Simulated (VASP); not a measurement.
# SnMo (F-43m) in VASP: further runs, part 2 of 3

VASP 6.6.1. Earlier steps stand in the parts before.

## Step 3: Single point, PBE

This run uses another cell than the first one, of 29.26 Å³/atom, 1.295 times its volume.

Contents of INCAR:

```
SYSTEM = SnMo
  ALGO = Normal
  EDIFF = 1E-6
  ENCUT = 520
  GGA = PE
  ISIF = 2
  ISMEAR = 0
  LASPH = .True.
  LCHARG = .True.
  LELF = .True.
  LREAL = .False.
  LVHAR = .True.
  LWAVE = .False.
  NBANDS = 21
  NELM = 80
  PREC = Accurate
  SIGMA = 0.1
```

Contents of KPOINTS:

```
k-points
0
Gamma
  6 6 6
  0 0 0
```

Contents of POSCAR:

```
SnMo
1.0
    0.0000000000      3.0815650252      3.0815650252
    3.0815650252      0.0000000000      3.0815650252
    3.0815650252      3.0815650252      0.0000000000
Sn Mo
1 1
Direct
    0.0000000000      0.0000000000      0.0000000000
    0.7500000000      0.7500000000      0.7500000000
```

Potentials or basis: VASP PAW PBE potentials, release 64 (Sn_d, Mo_sv).

On the command line:

```
cat potpaw_PBE.64/Sn_d/POTCAR potpaw_PBE.64/Mo_sv/POTCAR > POTCAR
mpirun -np 1 vasp_std > vasp.out
```

OUTCAR:

```text
SYSTEM = SnMo
   EDIFF = 1E-6
   ENCUT = 520
   GGA = PE
   ISIF = 2
   ISMEAR = 0
   LASPH = .True.
   LREAL = .False.
   NELM = 80
   PREC = Accurate

 ion  position               nearest neighbor table
   1  0.000  0.000  0.000-   2 2.67   2 2.67   2 2.67   2 2.67
   2  0.750  0.750  0.750-   1 2.67   1 2.67   1 2.67   1 2.67

  LATTYP: Found a face centered cubic cell.
 ALAT       =     6.1631300504

  Lattice vectors:

 A1 = (   0.0000000000,   3.0815650252,   3.0815650252)
 A2 = (   3.0815650252,   0.0000000000,   3.0815650252)
 A3 = (   3.0815650252,   3.0815650252,   0.0000000000)

Analysis of symmetry for initial positions (statically):
=====================================================================
 Subroutine PRICEL returns:
 Original cell was already a primitive cell.

 Routine SETGRP: Setting up the symmetry group for a
 face centered cubic supercell.

 Subroutine GETGRP returns: Found 24 space group operations
 (whereof 24 operations were pure point group operations)
 out of a pool of 48 trial point group operations.

The static configuration has the point symmetry T_d .

Analysis of symmetry for dynamics (positions and initial velocities):
=====================================================================
 Subroutine PRICEL returns:
 Original cell was already a primitive cell.

 Routine SETGRP: Setting up the symmetry group for a
 face centered cubic supercell.

 Subroutine GETGRP returns: Found 24 space group operations
 (whereof 24 operations were pure point group operations)
 out of a pool of 48 trial point group operations.

The dynamic configuration has the point symmetry T_d .

 Subroutine INISYM returns: Found 24 space group operations
 (whereof 24 operations are pure point group operations),
 and found     1 'primitive' translations

----------------------------------------------------------------------------------------

                                     Primitive cell

  volume of cell :      58.5253

  direct lattice vectors                    reciprocal lattice vectors
     0.000000000  3.081565025  3.081565025    -0.162255216  0.162255216  0.162255216
     3.081565025  0.000000000  3.081565025     0.162255216 -0.162255216  0.162255216
     3.081565025  3.081565025  0.000000000     0.162255216  0.162255216 -0.162255216

  length of vectors
     4.357991052  4.357991052  4.357991052     0.281034279  0.281034279  0.281034279

  position of ions in fractional coordinates (direct lattice)
     0.000000000  0.000000000  0.000000000
     0.750000000  0.750000000  0.750000000

  ion indices of the primitive-cell ions
   primitive index   ion index
                 1           1
                 2           2

----------------------------------------------------------------------------------------

 KPOINTS: k-points

Automatic generation of k-mesh.
 Grid dimensions read from file:
 generate k-points for:    6    6    6

 Generating k-lattice:

  Cartesian coordinates                     Fractional coordinates (reciprocal lattice)
    -0.027042536  0.027042536  0.027042536     0.166666667  0.000000000  0.000000000
     0.027042536 -0.027042536  0.027042536     0.000000000  0.166666667  0.000000000
     0.027042536  0.027042536 -0.027042536     0.000000000  0.000000000  0.166666667

  Length of vectors
     0.046839046  0.046839046  0.046839046

  Shift w.r.t. Gamma in fractional coordinates (k-lattice)
     0.000000000  0.000000000  0.000000000

 Subroutine IBZKPT returns following result:
 ===========================================

 Found     16 irreducible k-points:

 Following reciprocal coordinates:
            Coordinates               Weight
  0.000000  0.000000  0.000000      1.000000
  0.166667  0.000000  0.000000      8.000000
  0.333333  0.000000  0.000000      8.000000
  0.500000  0.000000  0.000000      4.000000
  0.166667  0.166667  0.000000      6.000000
  0.333333  0.166667  0.000000     24.000000
[... 8 lines left out ...]
 -0.333333  0.333333  0.166667     24.000000
 -0.333333  0.500000  0.166667     12.000000
   k-points           NKPTS =     16   k-points in BZ     NKDIM =     16   number of bands    NBANDS=     21
   number of dos      NEDOS =    301   number of ions     NIONS =      2
   total plane-waves  NPLWV =  32768
   dimension x,y,z NGX =    32 NGY =   32 NGZ =   32
   dimension x,y,z NGXF=    64 NGYF=   64 NGZF=   64
   ions per type =               1   1
   NGX,Y,Z   is equivalent  to a cutoff of  12.21, 12.21, 12.21 a.u.
   NGXF,Y,Z  is equivalent  to a cutoff of  24.41, 24.41, 24.41 a.u.
 SYSTEM =  SnMo
   PREC   = accura    normal or accurate (medium, high low for compatibility)
   ISTART =      0    job   : 0-new  1-cont  2-samecut
   ICHARG =      2    charge: 1-file 2-atom 10-const
   ISPIN  =      1    spin polarized calculation?
   LNONCOLLINEAR =      F non collinear calculations
   LSORBIT =      F    spin-orbit coupling
   LASPH  =      T    aspherical Exc in radial PAW
   ENCUT  =  520.0 eV  38.22 Ry    6.18 a.u.   8.10  8.10  8.10*2*pi/ulx,y,z
   NELM   =     80;   NELMIN=  2; NELMDL= -5     # of ELM steps
   EDIFF  = 0.1E-05   stopping-criterion for ELM
   LREAL  =      F    real-space projection
   EDIFFG = 0.1E-04   stopping-criterion for IOM
   NSW    =      0    number of steps for IOM
   IBRION =     -1    ionic relax: 0-MD 1-quasi-New 2-CG
   NFREE  =      0    steps in history (QN), initial steepest desc. (CG)
   ISIF   =      2    stress and relaxation
   ISYM   =      2    0-nonsym 1-usesym 2-fastsym
   POTIM  = 0.5000    time-step for ionic-motion
   TEBEG  =    0.0;   TEEND  =   0.0 temperature during run
   PSTRESS=    0.0 pullay stress
   NELECT =      28.0000    total number of electrons
   NUPDOWN=      -1.0000    fix difference up-down
   EMIN   =  10.00;   EMAX   =-10.00  energy-range for DOS
   EFERMI =   0.00;   METHOD = LEGACY
   ISMEAR =     0;   SIGMA  =   0.10  broadening in eV -4-tet -1-fermi 0-gaus
   EFERMI_NEDOS =   21; number of points for ismear=-14 and -15
   IALGO  =     38    algorithm
   IMIX   =      4    mixing-type and parameters
     AMIX     =   0.40;   BMIX     =  1.00
     AMIX_MAG =   1.60;   BMIX_MAG =  1.00
  volume/ion in A,a.u.               =      29.26       197.47
  Fermi-wavevector in a.u.,A,eV,Ry     =   1.280401  2.419608 22.305772  1.639428
  Thomas-Fermi vector in A             =   2.412831
   LORBIT       =      0    0 simple, 1 ext, 2 COOP (PROOUT), +10 PAW based schemes
   GGA     = PE    functional components
   LHFCALC =     F    Hartree Fock is set to
   AEXX    =    0.0000 exact exchange contribution
   IVDW    =     0    specifies the selected vdW correction
   LEPSILON=     F    determine dielectric tensor
   LRPA    =     F    only Hartree local field effects (RPA)
 non-spin polarized calculation
 Gauss-broadening in eV      SIGMA  =   0.10
  energy-cutoff  :      520.00
  volume of cell :       58.53
 maximum number of plane-waves:      1591
   NGX = 17   NGY = 17   NGZ = 17

 number of electron      27.9999995 magnetization

 Free energy of the ion-electron system (eV)
  ---------------------------------------------------
  ext. energy  EPLUGINS =         0.00000000
  ---------------------------------------------------
  free energy    TOTEN  =       -11.26411724 eV

  energy without entropy =      -11.23716577  energy(sigma->0) =      -11.25064151

 E-fermi :   5.3773     XC(G=0):  -9.7102

 val. band max:        5.3713584812   @ k =   0.3333   0.0000   0.0000
 cond. band min:       5.4097164805   @ k =   0.1667   0.1667   0.0000
 fundamental gap:      0.0383579994
 Fermi energy:         5.3772537129

 k-point     1 :       0.0000    0.0000    0.0000
  band No.  band energies     occupation
      1     -55.3046      2.00000
      2     -29.4240      2.00000
      3     -29.4240      2.00000
      4     -29.4240      2.00000
      5     -15.0699      2.00000
      6     -15.0699      2.00000
[... 13 lines left out ...]
     20      12.9539      0.00000
     21      12.9539      0.00000

 k-point     2 :       0.1667    0.0000    0.0000
  band No.  band energies     occupation
      1     -55.3044      2.00000
      2     -29.4262      2.00000
      3     -29.4241      2.00000
      4     -29.4241      2.00000
      5     -15.0750      2.00000
      6     -15.0713      2.00000
[... 328 lines left out ...]
 k-point    16 :      -0.3333    0.5000    0.1667
  band No.  band energies     occupation
      1     -55.3039      2.00000
      2     -29.4320      2.00000
      3     -29.4279      2.00000
      4     -29.4261      2.00000
      5     -15.0916      2.00000
      6     -15.0802      2.00000
[... 13 lines left out ...]
     20      13.2979      0.00000
     21      15.4952      0.00000

------------------------ aborting loop because EDIFF is reached ----------------------------------------

  FORCE on cell =-STRESS in cart. coord.  units (eV):
  Direction    XX          YY          ZZ          XY          YZ          ZX
  --------------------------------------------------------------------------------------
  -------------------------------------------------------------------------------------
  Total        0.0488701      0.0488701      0.0488701      0.0000000      0.0000000      0.0000000
  in kB        1.3378575      1.3378575      1.3378575      0.0000000      0.0000000      0.0000000
  external PRESSURE =       1.3378575 kB  Pullay stress =       0.0000000 kB

 VOLUME and BASIS-vectors are now :
 -----------------------------------------------------------------------------
  energy-cutoff  :      520.00
  volume of cell :       58.53
      direct lattice vectors                 reciprocal lattice vectors
     0.000000000  3.081565025  3.081565025    -0.162255216  0.162255216  0.162255216
     3.081565025  0.000000000  3.081565025     0.162255216 -0.162255216  0.162255216
     3.081565025  3.081565025  0.000000000     0.162255216  0.162255216 -0.162255216

 POSITION                                       TOTAL-FORCE (eV/Angst)
 -----------------------------------------------------------------------------------
      0.00000      0.00000      0.00000         0.000000      0.000000      0.000000
      4.62235      4.62235      4.62235        -0.000000     -0.000000     -0.000000
 -----------------------------------------------------------------------------------
    total drift:                                0.000000      0.000000      0.000000

  FREE ENERGIE OF THE ION-ELECTRON SYSTEM (eV)
  ---------------------------------------------------
  free  energy   TOTEN  =       -11.2641172440 eV

  energy  without entropy=      -11.2371657686  energy(sigma->0) =      -11.25064151
```

Wall time 25 s (1 thread of Intel Xeon 8259CL, shared host); peak memory 0.18 GiB.

Results:

```
Free energy            : -11.2641 eV
Pressure               : 0.1 GPa
Band gap on the k mesh : zero (band 14 reaches 5.52 eV, above the bottom of band 15 at 5.30 eV)
```

Levels at points of the mesh, in eV from the Fermi level:
| k point | band 11 | band 12 | band 13 | band 14 | band 15 | band 16 | band 17 | band 18 |
| --- | --- | --- | --- | --- | --- | --- | --- | --- |
| (0.00, 0.00, 0.00) | -1.85 | -1.85 | -1.85 | -0.03 | -0.03 | 5.03 | 6.59 | 6.59 |
| (0.50, 0.00, 0.00) | -2.65 | -1.56 | -1.56 | 0.15 | 0.15 | 0.48 | 4.05 | 4.05 |
| (0.50, 0.50, 0.00) | -3.10 | -0.58 | -0.58 | -0.43 | 0.23 | 0.78 | 1.50 | 1.50 |

Caveat: spin-orbit coupling is left out, which moves the levels of the heavy elements.

(Part 2 of 3 ends here.)
